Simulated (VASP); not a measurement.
# Mg3Te2 (P-3m1) in VASP: a series of runs, part 2 of 3

VASP 6.6.1. Earlier steps stand in the parts before.

## Step 3: Single point, PBE

This run uses another cell than the first one, of 28.26 Å³/atom.

INCAR reads:

```
ALGO     = Fast           # electronic algorithm
EDIFF    = 1E-6           # SCF threshold, eV
ENCUT    = 520            # plane-wave cutoff, eV
GGA      = PE             # functional
ISIF     = 2              # what is computed and relaxed
ISMEAR   = 0              # smearing method
LASPH    = T              # aspherical terms in the spheres
LCHARG   = F              # write CHGCAR
LREAL    = F              # projectors in reciprocal space
LWAVE    = F              # write WAVECAR
NBANDS   = 17             # bands
NELM     = 80             # most SCF steps
PREC     = Accurate       # precision mode
SIGMA    = 0.1            # smearing width, eV
```

KPOINTS reads:

```
k-points
0
Gamma
  12 12 6
```

POSCAR reads:

```
Mg3Te2
1.0
    5.1345188453      0.0000000000      0.0000000000
   -2.5672594227      4.4466237563      0.0000000000
    0.0000000000      0.0000000000      6.1881024696
Mg Te
3 2
Direct
    0.0000000000      0.0000000000      0.0000000000
    0.3333333333      0.6666666667      0.7221087202
    0.6666666667      0.3333333333      0.2778912798
    0.3333333333      0.6666666667      0.2390550557
    0.6666666667      0.3333333333      0.7609449443
```

Potentials or basis: VASP PAW PBE potentials, release 64 (Mg, Te).

Launch:

```bash
cat potpaw_PBE.64/Mg/POTCAR potpaw_PBE.64/Te/POTCAR > POTCAR
mpirun -np 1 vasp_std > vasp.out
```

OUTCAR:

```text
EDIFF = 1E-6
   ENCUT = 520
   GGA = PE
   ISIF = 2
   ISMEAR = 0
   LASPH = T
   LREAL = F
   NELM = 80
   PREC = Accurate

 ion  position               nearest neighbor table
   1  0.000  0.000  0.000-   4 3.31   5 3.31   5 3.31   4 3.31   5 3.31   4 3.31   2 3.43   3 3.43
                             2 3.43   3 3.43   3 3.43   2 3.43
   2  0.333  0.667  0.722-   5 2.97   5 2.97   5 2.97   4 2.99   4 3.20   1 3.43   1 3.43   1 3.43

   3  0.667  0.333  0.278-   4 2.97   4 2.97   4 2.97   5 2.99   5 3.20   1 3.43   1 3.43   1 3.43

   4  0.333  0.667  0.239-   3 2.97   3 2.97   3 2.97   2 2.99   2 3.20   1 3.31   1 3.31   1 3.31

   5  0.667  0.333  0.761-   2 2.97   2 2.97   2 2.97   3 2.99   3 3.20   1 3.31   1 3.31   1 3.31

  LATTYP: Found a hexagonal cell.
 ALAT       =     5.1345188453
 C/A-ratio  =     1.2051961744

  Lattice vectors:

 A1 = (   5.1345188453,   0.0000000000,   0.0000000000)
 A2 = (  -2.5672594227,   4.4466237563,   0.0000000000)
 A3 = (   0.0000000000,   0.0000000000,   6.1881024696)

Analysis of symmetry for initial positions (statically):
=====================================================================
 Subroutine PRICEL returns:
 Original cell was already a primitive cell.

 Routine SETGRP: Setting up the symmetry group for a
 hexagonal supercell.

 Subroutine GETGRP returns: Found 12 space group operations
 (whereof 12 operations were pure point group operations)
 out of a pool of 24 trial point group operations.

The static configuration has the point symmetry D_3d.

Analysis of symmetry for dynamics (positions and initial velocities):
=====================================================================
 Subroutine PRICEL returns:
[... 134 lines left out ...]
     AMIX     =   0.40;   BMIX     =  1.00
     AMIX_MAG =   1.60;   BMIX_MAG =  1.00
  volume/ion in A,a.u.               =      28.26       190.68
  Fermi-wavevector in a.u.,A,eV,Ry     =   0.823765  1.556689  9.232752  0.678588
  Thomas-Fermi vector in A             =   1.935332
   LORBIT       =      0    0 simple, 1 ext, 2 COOP (PROOUT), +10 PAW based schemes
   GGA     = PE    functional components
   LHFCALC =     F    Hartree Fock is set to
   AEXX    =    0.0000 exact exchange contribution
   IVDW    =     0    specifies the selected vdW correction
   LEPSILON=     F    determine dielectric tensor
   LRPA    =     F    only Hartree local field effects (RPA)
 non-spin polarized calculation
 RMM-DIIS sequential band-by-band and
 Gauss-broadening in eV      SIGMA  =   0.10
  energy-cutoff  :      520.00
  volume of cell :      141.28
 maximum number of plane-waves:      3876
 NGX is ok and might be reduce to    40
   NGX = 19   NGY = 19   NGZ = 23

 number of electron      18.0000000 magnetization

 Free energy of the ion-electron system (eV)
  ---------------------------------------------------
  ext. energy  EPLUGINS =         0.00000000
  ---------------------------------------------------
  free energy    TOTEN  =       -12.84924765 eV

  energy without entropy =      -12.84103323  energy(sigma->0) =      -12.84514044

 E-fermi :   4.7641     XC(G=0):  -8.5331

 val. band max:        4.7620557034   @ k =   0.3333   0.1667   0.5000
 cond. band min:       4.7792608539   @ k =   0.0000   0.0000   0.5000
 fundamental gap:      0.0172051505
 Fermi energy:         4.7641173494

 k-point     1 :       0.0000    0.0000    0.0000
  band No.  band energies     occupation
      1      -7.7982      2.00000
      2      -6.6797      2.00000
      3      -0.5678      2.00000
      4       1.0390      2.00000
      5       1.0390      2.00000
      6       2.0357      2.00000
[... 457 lines left out ...]
      4       0.6788      2.00000
      5       0.8707      2.00000
      6       0.9830      2.00000
[... 9 lines left out ...]
     16       8.4284      0.00000
     17       8.7075      0.00000

 [... further k-points ...]

------------------------ aborting loop because EDIFF is reached ----------------------------------------

  FORCE on cell =-STRESS in cart. coord.  units (eV):
  Direction    XX          YY          ZZ          XY          YZ          ZX
  --------------------------------------------------------------------------------------
  -------------------------------------------------------------------------------------
  Total       -0.0201290     -0.0201290     -0.0229730      0.0000000     -0.0000000     -0.0000000
  in kB       -0.2282685     -0.2282685     -0.2605201      0.0000000     -0.0000000     -0.0000000
  external PRESSURE =      -0.2390190 kB  Pullay stress =       0.0000000 kB

 VOLUME and BASIS-vectors are now :
 -----------------------------------------------------------------------------
  energy-cutoff  :      520.00
  volume of cell :      141.28
      direct lattice vectors                 reciprocal lattice vectors
     5.134518845  0.000000000  0.000000000     0.194760216  0.112444863  0.000000000
    -2.567259423  4.446623756  0.000000000     0.000000000  0.224889726  0.000000000
     0.000000000  0.000000000  6.188102470     0.000000000  0.000000000  0.161600427

 POSITION                                       TOTAL-FORCE (eV/Angst)
 -----------------------------------------------------------------------------------
      0.00000      0.00000      0.00000        -0.000000      0.000000      0.000000
     -0.00000      2.96442      4.46848        -0.000000     -0.000000     -0.002594
      2.56726      1.48221      1.71962        -0.000000      0.000000      0.002594
     -0.00000      2.96442      1.47930         0.000000      0.000000      0.003095
      2.56726      1.48221      4.70881         0.000000     -0.000000     -0.003095
 -----------------------------------------------------------------------------------
    total drift:                                0.000000     -0.000000     -0.000000

  FREE ENERGIE OF THE ION-ELECTRON SYSTEM (eV)
  ---------------------------------------------------
  free  energy   TOTEN  =       -12.8492476498 eV

  energy  without entropy=      -12.8410332341  energy(sigma->0) =      -12.84514044
```

stdout:

```text
POSCAR found type information on POSCAR MgTe
 POSCAR found :  2 types and       5 ions
 scaLAPACK will be used
 LDA part: xc-table for (Slater+PW92), standard interpolation
 POSCAR, INCAR and KPOINTS ok, starting setup
 FFT: planning ... GRIDC
 FFT: planning ... GRID_SOFT
 FFT: planning ... GRID
 WAVECAR not read
 entering main loop
```

Run time: 8.4 min. Hardware: 1 thread of Intel Xeon 8259CL, shared host; peak memory 0.42 GiB.

What came out:

```yaml
Free_energy: -12.8492 eV
Pressure: 0.0 GPa
Largest_force: 0.003 eV/Å
Band_gap_on_the_k_mesh: zero (bands 9 and 10 overlap by 2.35 eV)
```

Forces in eV/Å, atoms in the order of the input:
```
Mg   0.000  0.000  0.000
Mg   0.000  0.000 -0.003
Mg   0.000  0.000  0.003
Te   0.000  0.000  0.003
Te   0.000  0.000 -0.003
```

Caveat: spin-orbit coupling is left out, which moves the levels of the heavy elements.

(Part 2 of 3 ends here.)

The gap in the log of VASP goes by the Fermi energy; the results here count the filled bands.